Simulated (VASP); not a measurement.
Write the native input for VASP 6.6.1 that does the following.

| Property | Result |
| --- | --- |
| Task | relaxation of cell and atoms |
| Functional | PBEsol |
| Potentials or basis | VASP PAW PBE potentials, release 64 (Ba_sv) |
| Cutoff | 600 eV |
| k mesh | 9 × 9 × 9 |
| Occupations | fermi-dirac, width 0.1 eV |
| Spin | no spin polarisation |
| Dipole correction | no |
| Further INCAR settings | ALGO = Normal; EDIFF = 1e-07; IBRION = 2; EDIFFG = -0.01; NSW = 80; ISIF = 3 |

The structure of Ba lies in POSCAR:

```
Ba
1.0
    0.0000000000      3.1498026247      3.1498026247
    3.1498026247      0.0000000000      3.1498026247
    3.1498026247      3.1498026247      0.0000000000
Ba
1
Direct
    0.0000000000      0.0000000000      0.0000000000
```

This isn't the form of Ba at room conditions, which is bcc.

These files were run (other wordings do the same):

INCAR

```
SYSTEM = Ba
ALGO     = Normal         ! electronic algorithm
EDIFF    = 1E-7           ! SCF threshold, eV
EDIFFG   = -0.01          ! ionic threshold
ENCUT    = 600            ! plane-wave cutoff, eV
GGA      = PS             ! functional
IBRION   = 2              ! ionic algorithm
ISIF     = 3              ! what is computed and relaxed
ISMEAR   = -1             ! smearing method
LASPH    = .TRUE.         ! aspherical terms in the spheres
LCHARG   = .FALSE.        ! write CHGCAR
LREAL    = .FALSE.        ! projectors in reciprocal space
LWAVE    = .FALSE.        ! write WAVECAR
NELM     = 60             ! most SCF steps
NSW      = 80             ! ionic steps
PREC     = Accurate       ! precision mode
SIGMA    = 0.1            ! smearing width, eV
```

KPOINTS

```
k-points
0
G
  9 9 9
  0 0 0
```

Potentials or basis: VASP PAW PBE potentials, release 64 (Ba_sv).

Command:

```console
$ cat potpaw_PBE.64/Ba_sv/POTCAR > POTCAR
$ mpirun -np 1 vasp_std > vasp.out
```

Results of the run:

```yaml
Relaxed_volume: 59.03 Å³/atom
Relaxed_cell: a = 4.371 Å, b = 4.371 Å, c = 4.371 Å, α = 60.00°, β = 60.00°, γ = 60.00°
Space_group_after_relaxing_to_0.1_Å: Fm-3m (No. 225)
Energy_gained_by_relaxing: 4.8 meV/atom
Ionic_steps: 3
Pressure_after_relaxing: 0.0 GPa
Band_gap_on_the_k_mesh: zero (bands 5 and 6 overlap by 0.30 eV)
```

Caveat: the PAW data sets were made with another functional, which shifts forces and pressure a little; spin-orbit coupling is left out, which moves the levels of the heavy elements.

Run time: 110 s on 1 thread of AMD EPYC 7R13, on a shared host, peak memory 0.18 GiB.
